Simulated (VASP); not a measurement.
# Ti3W2: single point with PBE

Ti3W2:

```
CELL_PARAMETERS angstrom
2.80901 0.00000 0.00000
-1.40451 2.43267 0.00000
0.00000 0.00000 22.66891
ATOMIC_POSITIONS crystal
Ti 0.33333 0.66667 0.95000
Ti 0.33333 0.66667 0.35000
Ti 0.33333 0.66667 0.55000
Ti 0.66667 0.33333 0.05000
Ti 0.66667 0.33333 0.45000
Ti 0.66667 0.33333 0.65000
W 0.33333 0.66667 0.75000
W 0.33333 0.66667 0.15000
W 0.66667 0.33333 0.85000
W 0.66667 0.33333 0.25000
```

| Quantity | Value |
| --- | --- |
| Program | VASP 6.6.1 |
| Task | single point |
| Functional | PBE |
| Potentials or basis | VASP PAW PBE potentials, release 64 (Ti_sv, W_sv) |
| Cutoff | 520 eV |
| k mesh | 6 × 6 × 1 |
| Occupations | gaussian, width 0.1 eV |
| Spin | no spin polarisation |
| Dipole correction | no |
| Further INCAR settings | ALGO = Fast; EDIFF = 1e-06; NBANDS = 75 |

```yaml
Pressure: 16.1 GPa
Largest_force: 0.554 eV/Å
Band_gap_on_the_k_mesh: zero (bands 64 and 65 overlap by 0.87 eV)
```

Forces in eV/Å, atoms in the order of the input:
```
Ti   0.000  0.000  0.554
Ti   0.000  0.000  0.472
Ti   0.000  0.000  0.241
Ti   0.000  0.000 -0.554
Ti   0.000  0.000 -0.241
Ti   0.000  0.000 -0.472
W    0.000  0.000 -0.280
W    0.000  0.000 -0.238
W    0.000  0.000  0.238
W    0.000  0.000  0.280
```

Stress tensor (GPa, compression positive):
```
14.03  0.00  0.00
 0.00 14.03  0.00
 0.00  0.00 20.22
```

Levels at points of the mesh, in eV from the Fermi level:
| k point | band 61 | band 62 | band 63 | band 64 | band 65 | band 66 |
| --- | --- | --- | --- | --- | --- | --- |
| (0.00, 0.00, 0.00) | -0.43 | -0.43 | 0.21 | 0.27 | 0.30 | 0.55 |
| (0.50, 0.00, 0.00) | -0.36 | -0.28 | 0.28 | 0.47 | 0.71 | 0.71 |

Run time: 19 min on 1 thread of Intel Xeon 8259CL (shared host), peak memory 0.34 GiB.

Caveat: the k points lie up to 0.43 Å⁻¹ apart, too coarse for converged energies and pressures of a metal; spin-orbit coupling is left out, which moves the levels of the heavy elements.
